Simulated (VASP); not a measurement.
Input of a VASP 6.6.1 run:

The input INCAR:

```
ALGO = Normal
EDIFF = 1E-6
ENCUT = 520
GGA = PE
ISIF = 2
ISMEAR = -1
LASPH = T
LCHARG = F
LREAL = F
LWAVE = F
NBANDS = 31
NELM = 100
PREC = Accurate
SIGMA = 0.02
```

Contents of KPOINTS:

```
k-points
0
Gamma
  6 6 6
```

File POSCAR:

```
TlZnBr3
1.0
    5.2264349101      0.0000000000      0.0000000000
    0.0000000000      5.2264349101      0.0000000000
    0.0000000000      0.0000000000      5.2264349101
Tl Zn Br
1 1 3
Direct
    0.0000000000      0.0000000000      0.0000000000
    0.5000000000      0.5000000000      0.5000000000
    0.5000000000      0.5000000000      0.0000000000
    0.5000000000      0.0000000000      0.5000000000
    0.0000000000      0.5000000000      0.5000000000
```

Potentials or basis: VASP PAW PBE potentials, release 64 (Tl_d, Zn, Br).

The run is started by

```console
$ cat potpaw_PBE.64/Tl_d/POTCAR potpaw_PBE.64/Zn/POTCAR potpaw_PBE.64/Br/POTCAR > POTCAR
$ mpirun -np 1 vasp_std > vasp.out
```

Problem. Estimate the pressure.

Solution. 0.8 GPa.

Problem. Estimate the band gap on the k mesh.

Solution. 0.26 eV, indirect (least direct gap 0.94 eV).

Caveat: the cell differs from its parent crystal (strain +0.5%); spin-orbit coupling is left out, which moves the levels of the heavy elements. A k mesh can miss the band edges.
